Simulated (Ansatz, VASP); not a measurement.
# ZnS in VASP and in Ansatz

File INCAR:

```
SYSTEM = ZnS
ALGO = Normal ; EDIFF = 1E-7
ENCUT = 520 ; GGA = PE
ISIF = 2 ; ISMEAR = 0
LASPH = .TRUE. ; LCHARG = .FALSE.
LREAL = .FALSE. ; LWAVE = .FALSE.
NBANDS = 16 ; NELM = 80
PREC = Accurate ; SIGMA = 0.02
```

File KPOINTS:

```
k-points
0
G
  10 10 10
  0 0 0
```

POSCAR

```
ZnS
1.0
    0.0000000000      2.7748569521      2.7748569521
    2.7748569521      0.0000000000      2.7748569521
    2.7748569521      2.7748569521      0.0000000000
Zn S
1 1
Direct
    0.2500000000      0.2500000000      0.2500000000
    0.0000000000      0.0000000000      0.0000000000
```

Input for Ansatz:

```yaml
crystal:
  lattice:
    - [0.0, 2.7748569521, 2.7748569521]
    - [2.7748569521, 0.0, 2.7748569521]
    - [2.7748569521, 2.7748569521, 0.0]
  atoms:
    - { symbol: Zn, position: [0.25, 0.25, 0.25] }
    - { symbol: S, position: [0.0, 0.0, 0.0] }
basis:
  ecutwfc: 420
kpoints:
  mp_grid: { grid: [10, 10, 10] }
hamiltonian:
  xc: pbe
scf:
  occupations: { method: gaussian, width: 0.02 }
output:
  forces: true
  stress: true
  eigenvalues: true
  write_density: true
  write_potential: true
  elf: true
  volumetric_format: npy
```

Alike in both runs: task single point; functional PBE; k mesh 10 × 10 × 10; occupations gaussian, width 0.02 eV; no spin polarisation.

|  | VASP | Ansatz |
| --- | --- | --- |
| version | VASP 6.6.1 | Ansatz 0.2.0 |
| potentials or method | VASP PAW PBE potentials, release 64 (Zn, S), cutoff 520 eV | scalar-relativistic, plane waves, PAW |
| valence electrons in the cell | 18 | 18 |

|  | VASP | Ansatz | Ansatz less VASP |
| --- | --- | --- | --- |
| gap on the k mesh at the Fermi level (eV) | 1.77 | 1.77 | -0.002 |
| least direct gap on the mesh (eV) | 1.77 | 1.77 | -0.002 |
| pressure (GPa) | -3.4 | -3.5 | -0.13 |

With one functional, cell and mesh, what is left measures potentials, basis and numerics.
